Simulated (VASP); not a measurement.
Write the native input for VASP 6.6.1 that does the following.

```yaml
Task: single point
Functional: PBE
Potentials_or_basis: VASP PAW PBE potentials, release 64 (Si, C)
Cutoff: 520 eV
k_mesh: 6 × 6 × 4
Occupations: gaussian, width 0.1 eV
Spin: no spin polarisation
Dipole_correction: no
Further_INCAR_settings: ALGO = Normal; EDIFF = 1e-07; NBANDS = 13
```

The structure of Si2C lies in POSCAR:

```
Si2C
1.0
    2.7299235867      0.0000000000      0.0000000000
    0.0000000000      2.7299235867      0.0000000000
    0.0000000000      0.0000000000      4.7744834674
Si C
2 1
Direct
    0.5000000000      0.5000000000      0.2414793155
    0.5000000000      0.5000000000      0.7585206845
    0.0000000000      0.0000000000      0.0000000000
```

One way to write it, as run:

INCAR

```
PREC     = Accurate       # precision mode
ENCUT    = 520            # plane-wave cutoff, eV
EDIFF    = 1E-7           # SCF threshold, eV
ISMEAR   = 0              # smearing method
SIGMA    = 0.1            # smearing width, eV
LREAL    = False          # projectors in reciprocal space
LASPH    = True           # aspherical terms in the spheres
NELM     = 100            # most SCF steps
ALGO     = Normal         # electronic algorithm
ISIF     = 2              # what is computed and relaxed
LWAVE    = False          # write WAVECAR
LCHARG   = False          # write CHGCAR
GGA      = PE             # functional
NBANDS   = 13             # bands
```

KPOINTS

```
Automatic mesh
0
Gamma
  6 6 4
```

Potentials or basis: VASP PAW PBE potentials, release 64 (Si, C).

Run with:

```sh
$ cat potpaw_PBE.64/Si/POTCAR potpaw_PBE.64/C/POTCAR > POTCAR
$ mpirun -np 1 vasp_std > vasp.out
```

Results of the run:

```yaml
Pressure: 0.0 GPa
Largest_force: 0.003 eV/Å
Band_gap_on_the_k_mesh: zero (band 6 reaches 12.24 eV, above the bottom of band 7 at 7.16 eV)
```

Caveat: the k points lie up to 0.38 Å⁻¹ apart.

Run time: 5.7 s on 1 thread of Intel(R) Xeon(R) 6975P-C (Granite Rapids) (shared host), peak memory 0.14 GiB.
